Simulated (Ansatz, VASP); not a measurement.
**HfN: VASP beside Ansatz**

POSCAR

```
HfN
1.0
    3.2386301157      0.0000000000      0.0000000000
   -1.6193150578      2.8047359537      0.0000000000
    0.0000000000      0.0000000000      5.4252449695
Hf N
2 2
Direct
    0.6666666667      0.3333333333      0.7500000000
    0.3333333333      0.6666666667      0.2500000000
    0.0000000000      0.0000000000      0.0000000000
    0.0000000000      0.0000000000      0.5000000000
```

Contents of INCAR.step1:

```
SYSTEM = HfN
PREC = Accurate
ENCUT = 520
ISMEAR = 0
SIGMA = 0.15
LREAL = .False.
LASPH = .True.
NELM = 80
NBANDS = 23
GGA = PE
ALGO = Normal
EDIFF = 1E-4
LWAVE = .True.
LCHARG = .False.
```

Contents of INCAR.step2:

```
SYSTEM = HfN
PREC = Accurate
ENCUT = 520
EDIFF = 1E-6
ISMEAR = 0
SIGMA = 0.15
LREAL = .False.
LASPH = .True.
NELM = 80
ALGO = Normal
ISIF = 2
LWAVE = .False.
LCHARG = .True.
METAGGA = R2SCAN
LMIXTAU = .True.
LELF = .True.
LVHAR = .True.
NBANDS = 23
ISTART = 1
```

The input KPOINTS:

```
regular mesh
0
Gamma
  18 18 10
  0 0 0
```

Input for Ansatz:

```yaml
crystal:
  lattice:
    - [3.2386301157, 0.0, 0.0]
    - [-1.6193150578, 2.8047359537, 0.0]
    - [0.0, 0.0, 5.4252449695]
  atoms:
    - { symbol: Hf, position: [0.6666666667, 0.3333333333, 0.75] }
    - { symbol: Hf, position: [0.3333333333, 0.6666666667, 0.25] }
    - { symbol: "N", position: [0.0, 0.0, 0.0] }
    - { symbol: "N", position: [0.0, 0.0, 0.5] }
basis:
  ecutwfc: 500
kpoints:
  mp_grid: { grid: [18, 18, 10] }
hamiltonian:
  xc: r2scan
scf:
  occupations: { method: gaussian, width: 0.15 }
output:
  forces: true
  stress: true
  eigenvalues: true
```

Change from the starting cell: strain +0.030 along x and y, +0.000 along z, atoms carried along.

Alike in both runs: task single point; functional r2SCAN; k mesh 18 × 18 × 10; occupations gaussian, width 0.15 eV; no spin polarisation.

|  | VASP | Ansatz |
| --- | --- | --- |
| version | VASP 6.6.1 | Ansatz 0.2.0 |
| potentials or method | VASP PAW PBE potentials, release 64 (Hf_pv, N), cutoff 520 eV | scalar-relativistic, plane waves, PAW |
| valence electrons in the cell | 30 | 62 |

```csv
,VASP,Ansatz,Ansatz less VASP
gap on the k mesh at the Fermi level (eV),none,none,-
pressure (GPa),-16.8,-14.5,+2.37
"traceless stress, the component that is largest in VASP (GPa)",8.79,8.61,-0.184
```

VASP's potentials were made for PBE, not for r2SCAN. A gap of «none» marks a metal or a gap that the smearing closes. VASP's potentials hold 30 valence electrons a cell and Ansatz's 62, so a difference there can come from the potentials and not from the codes.

Spin-orbit coupling is off throughout.
